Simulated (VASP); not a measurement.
AsSe4:

```
CELL_PARAMETERS angstrom
5.30655 0.00000 0.00000
0.00000 5.30655 0.00000
0.00000 0.00000 5.30655
ATOMIC_POSITIONS crystal
As 0.00000 0.00000 0.00000
Se 0.25000 0.25000 0.25000
Se 0.75000 0.75000 0.25000
Se 0.25000 0.75000 0.75000
Se 0.75000 0.25000 0.75000
```

| Quantity | Value |
| --- | --- |
| Program | VASP 6.6.1 |
| Task | relaxation of cell and atoms |
| Functional | PBE |
| Potentials or basis | VASP PAW PBE potentials, release 64 (As, Se) |
| Cutoff | 600 eV |
| k mesh | 8 × 8 × 8 |
| Occupations | gaussian, width 0.1 eV |
| Spin | no spin polarisation |

At the start: pressure -0.0 GPa; volume 29.89 Å³/atom.

**Question.** How do energy, volume and symmetry change on relaxing?

**Answer.** Over 14 steps the energy falls by 106.2 meV/atom and the volume is 24.18 Å³/atom (-19.1 %); space group P-43m (No. 215, to 0.05 Å).

The path:
| step | energy change (eV) | largest force (eV/Å) | pressure (GPa) | volume (Å³) |
| --- | --- | --- | --- | --- |
| 1 | 0.0000 | 0.7274 | -0.04 | 149.43 |
| 2 | -0.0752 | 0.3489 | -1.53 | 149.29 |
| 3 | -0.1061 | 0.0282 | -3.20 | 149.10 |
| 4 | -0.1426 | 0.0213 | -3.21 | 147.21 |
| 5 | -0.2514 | 0.0072 | -3.10 | 141.65 |
| 6 | -0.4433 | 0.0498 | -2.17 | 130.96 |
| 7 | -0.3849 | 0.1847 | 4.79 | 111.21 |
| 8 | -0.5173 | 0.0716 | -0.74 | 124.26 |
| 9 | -0.5291 | 0.0477 | 0.48 | 120.13 |
| 10 | -0.5296 | 0.0534 | 0.25 | 120.81 |
| 11 | -0.5303 | 0.0314 | 0.19 | 120.75 |
| 12 | -0.5306 | 0.0176 | 0.05 | 120.62 |
| 13 | -0.5307 | 0.0013 | 0.10 | 120.67 |
| 14 | -0.5308 | 0.0005 | 0.02 | 120.89 |

Final structure:
```
As Se
1.0
     4.94453    0.00000    0.00000
     0.00000    4.94453    0.00000
     0.00000    0.00000    4.94453
As Se
1 4
Direct
  0.00000 0.00000 0.00000
  0.28200 0.28200 0.28200
  0.71800 0.71800 0.28200
  0.28200 0.71800 0.71800
  0.71800 0.28200 0.71800
```

Caveat: the volume moved by over 15 % at a fixed basis, so the end points are rough.
